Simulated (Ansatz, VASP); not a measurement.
Two plane-wave programs on HfC

File POSCAR:

```
HfC
1.0
    0.0000000000      2.5126537230      2.5126537230
    2.5126537230      0.0000000000      2.5126537230
    2.5126537230      2.5126537230      0.0000000000
Hf C
1 1
Direct
    0.0000000000      0.0000000000      0.0000000000
    0.2500000000      0.2500000000      0.2500000000
```

Contents of INCAR.step1:

```
ALGO = Normal ; EDIFF = 1E-4
ENCUT = 520 ; GGA = PE
ISMEAR = 0 ; LASPH = True
LCHARG = False ; LREAL = False
LWAVE = True ; NBANDS = 14
NELM = 80 ; PREC = Accurate
SIGMA = 0.05
```

Contents of INCAR.step2:

```
ALGO = Normal ; EDIFF = 1E-6
ENCUT = 520 ; ISIF = 2
ISMEAR = 0 ; ISTART = 1
LASPH = True ; LCHARG = False
LMIXTAU = True ; LREAL = False
LWAVE = False ; METAGGA = R2SCAN
NBANDS = 14 ; NELM = 80
PREC = Accurate ; SIGMA = 0.05
```

KPOINTS

```
k-points
0
Gamma
  12 12 12
```

Input for Ansatz:

```yaml
crystal:
  lattice:
    - [0.0, 2.512653723, 2.512653723]
    - [2.512653723, 0.0, 2.512653723]
    - [2.512653723, 2.512653723, 0.0]
  atoms:
    - { symbol: Hf, position: [0.0, 0.0, 0.0] }
    - { symbol: C, position: [0.25, 0.25, 0.25] }
basis:
  ecutwfc: 500
  ecutrho_ratio: 4
kpoints:
  mp_grid: { grid: [12, 12, 12] }
hamiltonian:
  xc: r2scan
scf:
  occupations: { method: gaussian, width: 0.05 }
  n_extra_bands: 2
output:
  forces: true
  stress: true
  write_density: true
  write_potential: true
  elf: true
  volumetric_format: npy
```

Alike in both runs: task single point; functional r2SCAN; k mesh 12 × 12 × 12; occupations gaussian, width 0.05 eV; no spin polarisation.

|  | VASP | Ansatz |
| --- | --- | --- |
| version | VASP 6.6.1 | Ansatz 0.2.0 |
| potentials or method | VASP PAW PBE potentials, release 64 (Hf_pv, C), cutoff 520 eV | scalar-relativistic, plane waves, PAW |
| valence electrons in the cell | 14 | 30 |

```tsv
	VASP	Ansatz	Ansatz less VASP
gap on the k mesh at the Fermi level (eV)	0.58	0.57	-0.010
pressure (GPa)	-0.4	0.1	+0.58
```

VASP's potentials were made for PBE, not for r2SCAN. VASP's potentials hold 14 valence electrons a cell and Ansatz's 30, so a difference there can come from the potentials and not from the codes.

Neither program's run includes spin-orbit coupling.
